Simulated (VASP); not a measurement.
A run of VASP 6.6.1 is set up as follows.

INCAR

```
  ALGO = Normal
  EDIFF = 1E-8
  ENCUT = 520
  GGA = CA
  ISIF = 2
  ISMEAR = -1
  LASPH = True
  LCHARG = False
  LEFG = True
  LREAL = False
  LWAVE = False
  NBANDS = 18
  NELM = 100
  PREC = Accurate
  SIGMA = 0.08
```

KPOINTS

```
k-points
0
Gamma
  11 11 11
```

The input POSCAR:

```
YHg
1.0
    3.6820000000      0.0000000000      0.0000000000
    0.0000000000      3.6820000000      0.0000000000
    0.0000000000      0.0000000000      3.7188200000
Y Hg
1 1
Direct
    0.5000000000      0.5000000000      0.5000000000
    0.0000000000      0.0000000000      0.0000000000
```

Potentials or basis: VASP PAW LDA potentials, release 64 (Y_sv, Hg).

Run with:

```bash
$ cat potpaw_LDA.64/Y_sv/POTCAR potpaw_LDA.64/Hg/POTCAR > POTCAR
$ mpirun -np 1 vasp_std > vasp.out
```

(1) Estimate the pressure.

(2) What does it give for the band gap on the k mesh?

Results:

(1) -3.9 GPa.

(2) zero (an odd number of electrons rules out a gap without spin polarisation).

Caveat: the cell differs from its parent crystal (zz strain of +1 %); the cell stands under tension; without QUAD_EFG the Cq values of the log hold for a quadrupole moment of 1 mb, not for the nuclei; spin-orbit coupling is left out, which moves the levels of the heavy elements.
